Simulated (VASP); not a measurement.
# Mg2C3 (C2/m) in VASP: further runs, part 2 of 2

VASP 6.6.1.

### 4 Relaxation of shape and atoms at fixed volume, PBE (10.04 Å³/atom)

File INCAR:

```
SYSTEM = Mg2C3
PREC = Accurate
ENCUT = 600
EDIFF = 1E-7
ISMEAR = 0
SIGMA = 0.02
LREAL = .FALSE.
LASPH = .TRUE.
NELM = 80
ALGO = Normal
ISIF = 4
LWAVE = .FALSE.
LCHARG = .FALSE.
GGA = PE
IBRION = 2
NSW = 50
EDIFFG = -0.01
```

File KPOINTS:

```
regular mesh
0
G
  8 8 6
  0 0 0
```

File POSCAR:

```
Mg2C3
1.0
    2.3375569829     -2.2682207396      0.0070117542
    2.3375569829      2.2682207396      0.0070117542
   -1.1730204066      0.0000000000      4.7319370165
Mg C
2 3
Direct
    0.8085352295      0.8085352295      0.2001868831
    0.1914647705      0.1914647705      0.7998131169
    0.2997602320      0.2997602320      0.2611449119
    0.7002397680      0.7002397680      0.7388550881
    0.5000000000      0.5000000000      0.5000000000
```

Run with:

```
> cat potpaw_PBE.64/Mg/POTCAR potpaw_PBE.64/C/POTCAR > POTCAR
> mpirun -np 1 vasp_std > vasp.out
```

It took 9.2 min on 1 thread of Oxide Virtual Turin-like, shared host; peak memory 0.2 GiB.

It converged, with:

* Free energy: -29.4619 eV
* Energy gained by relaxing: 1.6 meV/atom
* Ionic steps: 13
* Pressure after relaxing: 11.7 GPa
* Largest force after relaxing: 0.009 eV/Å
* Band gap on the k mesh: 1.75 eV (least direct gap 2.56 eV)

Forces in eV/Å, atoms in the order of the input:
```
Mg   0.004  0.000 -0.001
Mg  -0.004  0.000  0.001
C   -0.004  0.000  0.008
C    0.004  0.000 -0.008
C    0.000  0.000  0.000
```

The path:
| step | energy change (eV) | largest force (eV/Å) | pressure (GPa) | volume (Å³) |
| --- | --- | --- | --- | --- |
| 1 | 0.0000 | 0.6596 | 13.17 | 50.22 |
| 2 | 0.0845 | 2.2097 | 7.44 | 50.22 |
| 3 | -0.0075 | 0.0559 | 11.75 | 50.22 |
| 4 | -0.0075 | 0.0555 | 11.79 | 50.22 |
| 5 | -0.0078 | 0.0264 | 11.74 | 50.22 |
| 6 | -0.0079 | 0.0082 | 11.71 | 50.22 |
| 7 | -0.0079 | 0.0183 | 11.73 | 50.22 |
| 8 | -0.0080 | 0.0392 | 11.77 | 50.22 |
| 9 | -0.0080 | 0.0232 | 11.73 | 50.22 |
| 10 | -0.0080 | 0.0210 | 11.68 | 50.22 |
| 11 | -0.0080 | 0.0199 | 11.68 | 50.22 |
| 12 | -0.0081 | 0.0162 | 11.68 | 50.22 |
| 13 | -0.0081 | 0.0088 | 11.69 | 50.22 |

Final structure:
```
Mg C
1.0
     2.34086   -2.26587    0.01619
     2.34086    2.26587    0.01619
    -1.15600    0.00000    4.72568
Mg C
2 3
Direct
  0.80839 0.80839 0.20161
  0.19161 0.19161 0.79839
  0.29785 0.29785 0.26071
  0.70215 0.70215 0.73929
  0.50000 0.50000 0.50000
```

Levels at points of the mesh, in eV from the valence-band top:
```tsv
k point	band 5	band 6	band 7	band 8	band 9	band 10	band 11	band 12
(0.00, 0.00, 0.00)	-3.35	-2.93	-1.53	-0.74	3.74	4.10	4.12	7.98
(0.50, 0.00, 0.00)	-4.89	-3.28	-3.16	-0.17	2.96	4.84	6.90	7.34
(0.50, 0.50, 0.00)	-5.56	-3.80	-2.46	-1.25	1.75	2.37	3.33	5.75
(0.00, 0.00, 0.50)	-3.82	-3.54	-0.95	0.00	3.17	3.42	4.83	6.02
(0.50, 0.00, 0.50)	-4.14	-3.12	-1.29	-0.26	2.31	3.89	6.30	7.23
(0.50, 0.50, 0.50)	-5.28	-4.00	-3.11	-2.15	2.16	3.97	5.69	7.29
```

### 5 Relaxation of shape and atoms at fixed volume, PBE (12.14 Å³/atom)

This run uses another cell than the first one, of 12.14 Å³/atom.

File INCAR:

```
  PREC = Accurate
  ENCUT = 600
  EDIFF = 1E-7
  ISMEAR = 0
  SIGMA = 0.02
  LREAL = False
  LASPH = True
  NELM = 100
  ALGO = Normal
  ISIF = 4
  LWAVE = False
  LCHARG = False
  GGA = PE
  IBRION = 2
  NSW = 50
  EDIFFG = -0.01
```

File KPOINTS:

```
Automatic mesh
0
Gamma
  8 8 6
```

File POSCAR:

```
Mg2C3
1.0
    2.4823197762     -2.4295564114     -0.0283000001
    2.4823197762      2.4295564114     -0.0283000001
   -1.3180772917      0.0000000000      5.0474352363
Mg C
2 3
Direct
    0.8106822930      0.8106822930      0.1942662409
    0.1893177070      0.1893177070      0.8057337591
    0.3061500885      0.3061500885      0.2625333817
    0.6938499115      0.6938499115      0.7374666183
    0.5000000000      0.5000000000      0.5000000000
```

Run with:

```
> cat potpaw_PBE.64/Mg/POTCAR potpaw_PBE.64/C/POTCAR > POTCAR
> mpirun -np 1 vasp_std > vasp.out
```

Run time: 20 min. Hardware: 1 thread of Oxide Virtual Turin-like, shared host; peak memory 0.22 GiB.

Results (log left out):

| Property | Result |
| --- | --- |
| Free energy | -29.4667 eV |
| Energy gained by relaxing | 2.1 meV/atom |
| Ionic steps | 26 |
| Pressure after relaxing | -8.4 GPa |
| Largest force after relaxing | 0.009 eV/Å |
| Band gap on the k mesh | 1.30 eV (least direct gap 1.93 eV) |

Forces in eV/Å, atoms in the order of the input:
```
Mg  -0.008  0.000 -0.004
Mg   0.008  0.000  0.004
C   -0.007  0.000 -0.005
C    0.007  0.000  0.005
C    0.000  0.000  0.000
```

The path:
| step | energy change (eV) | largest force (eV/Å) | pressure (GPa) | volume (Å³) |
| --- | --- | --- | --- | --- |
| 1 | 0.0000 | 0.6007 | -9.95 | 60.70 |
| 2 | 0.0621 | 2.0870 | -4.73 | 60.70 |
| 3 | -0.0081 | 0.0772 | -8.73 | 60.70 |
| 4 | -0.0082 | 0.0776 | -8.70 | 60.70 |
| 5 | -0.0087 | 0.0582 | -8.66 | 60.70 |
| 6 | -0.0093 | 0.0218 | -8.55 | 60.70 |
| 7 | -0.0093 | 0.0204 | -8.55 | 60.70 |
| 8 | -0.0095 | 0.0179 | -8.54 | 60.70 |
| 9 | -0.0098 | 0.0273 | -8.52 | 60.70 |
| 10 | -0.0098 | 0.0315 | -8.51 | 60.70 |
| 11 | -0.0100 | 0.0500 | -8.42 | 60.70 |
| 12 | -0.0100 | 0.0729 | -8.35 | 60.70 |
| 13 | -0.0101 | 0.0599 | -8.37 | 60.70 |
| 14 | -0.0102 | 0.0235 | -8.42 | 60.70 |
| 15 | -0.0102 | 0.0727 | -8.54 | 60.70 |
| 16 | -0.0102 | 0.0258 | -8.47 | 60.70 |
| 17 | -0.0103 | 0.0228 | -8.46 | 60.70 |
| 18 | -0.0103 | 0.0178 | -8.44 | 60.70 |
| 19 | -0.0104 | 0.0192 | -8.40 | 60.70 |
| 20 | -0.0104 | 0.0345 | -8.31 | 60.70 |
| 21 | -0.0104 | 0.0207 | -8.37 | 60.70 |
| 22 | -0.0104 | 0.0192 | -8.40 | 60.70 |
| 23 | -0.0104 | 0.0235 | -8.44 | 60.70 |
| 24 | -0.0105 | 0.0167 | -8.43 | 60.70 |
| 25 | -0.0105 | 0.0101 | -8.40 | 60.70 |
| 26 | -0.0105 | 0.0094 | -8.39 | 60.70 |

Final structure:
```xyz
5
Lattice="2.4705 -2.4277 -0.0525 2.4705 2.4277 -0.0525 -1.3601 0.0000 5.0891" Properties=species:S:1:pos:R:3 pbc="T T T"
Mg    3.7545    0.0000    0.8810
Mg   -0.1735    0.0000    4.1031
C     1.1829    0.0000    1.2962
C     2.3980    0.0000    3.6879
C     1.7905    0.0000    2.4921
```

Levels at points of the mesh, in eV from the valence-band top:
```csv
k point,band 5,band 6,band 7,band 8,band 9,band 10,band 11,band 12
"(0.00, 0.00, 0.00)",-3.53,-3.24,-1.34,-0.70,2.19,3.13,4.18,6.33
"(0.50, 0.00, 0.00)",-4.76,-3.38,-3.21,-0.14,3.03,4.02,5.34,5.46
"(0.50, 0.50, 0.00)",-5.38,-3.90,-2.60,-1.34,1.35,1.38,2.74,5.29
"(0.00, 0.00, 0.50)",-3.91,-3.70,-0.93,0.00,2.74,3.06,3.46,5.37
"(0.50, 0.00, 0.50)",-4.17,-3.36,-1.66,-0.23,1.70,3.88,5.05,5.56
"(0.50, 0.50, 0.50)",-5.19,-4.07,-2.99,-1.98,1.60,2.40,4.92,5.27
```

### 6 Summary

```tsv
task	cell	cutoff (eV)	gap on the mesh (eV)	pressure (GPa)	largest force (eV/Å)
single point	a = 3.257, b = 3.257, c = 4.867 Å, angles 99.6, 99.6, 88.1°, 5 atoms, atomic positions A	520	1.75	12.0	0.04
single point	a = 3.469, b = 3.469, c = 5.251 Å, angles 101.4, 101.4, 89.0°, 5 atoms, atomic positions B	520	1.32	-8.2	0.04
relaxation of shape and atoms at fixed volume	relaxed from a = 3.257, b = 3.257, c = 4.875 Å, angles 99.8, 99.8, 88.3°, 5 atoms, atomic positions C	600	1.75	11.7	0.01
relaxation of shape and atoms at fixed volume	relaxed from a = 3.474, b = 3.474, c = 5.217 Å, angles 100.9, 100.9, 88.8°, 5 atoms, atomic positions D	600	1.30	-8.4	0.01
```

Alike in all rows: level PBE; potentials or basis VASP PAW PBE potentials, release 64 (Mg, C); no spin polarisation; k mesh 8 × 8 × 6; smearing gaussian 0.02 eV.

Caveats: the cell stands under pressure (at least some runs); the cell stands under tension (at least some runs).

Absolute energies hang on the potentials; compare differences alone.
